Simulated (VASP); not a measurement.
A run of VASP 6.6.1 is set up as follows.

The input INCAR:

```
SYSTEM = BPd4
PREC     = Accurate       ! precision mode
ENCUT    = 1230           ! plane-wave cutoff, eV
EDIFF    = 1E-6           ! SCF threshold, eV
ISMEAR   = 0              ! smearing method
SIGMA    = 0.1            ! smearing width, eV
LREAL    = .False.        ! projectors in reciprocal space
LASPH    = .True.         ! aspherical terms in the spheres
NELM     = 120            ! most SCF steps
ALGO     = Normal         ! electronic algorithm
ISIF     = 2              ! what is computed and relaxed
LWAVE    = .False.        ! write WAVECAR
LCHARG   = .False.        ! write CHGCAR
GGA      = PE             ! functional
NBANDS   = 46             ! bands
GGA_COMPAT= .False.
```

KPOINTS

```
regular mesh
0
Gamma
  4 4 4
  0 0 0
```

POSCAR

```
BPd4
1.0
   -2.6880927074      2.6880927074      2.6880927074
    2.6880927074     -2.6880927074      2.6880927074
    2.6880927074      2.6880927074     -2.6880927074
B Pd
1 4
Direct
    0.0000000000      0.0000000000      0.0000000000
    0.4317432596      0.4317432596      0.4317432596
    0.5682567404      0.0000000000      0.0000000000
    0.0000000000      0.0000000000      0.5682567404
    0.0000000000      0.5682567404      0.0000000000
```

Potentials or basis: VASP PAW PBE potentials, release 64 (B_h, Pd_sv_GW).

The run is started by

```bash
$ cat potpaw_PBE.64/B_h/POTCAR potpaw_PBE.64/Pd_sv_GW/POTCAR > POTCAR
$ mpirun -np 1 vasp_std > vasp.out
```

(1) Estimate the largest force.

(2) Predict the band gap on the k mesh.

(3) Estimate the pressure.

## Answers

(1) 0.036 eV/Å.

(2) zero (an odd number of electrons rules out a gap without spin polarisation).

(3) 0.1 GPa.

Caveat: the k points lie up to 0.41 Å⁻¹ apart, too coarse for converged energies and pressures of a metal.
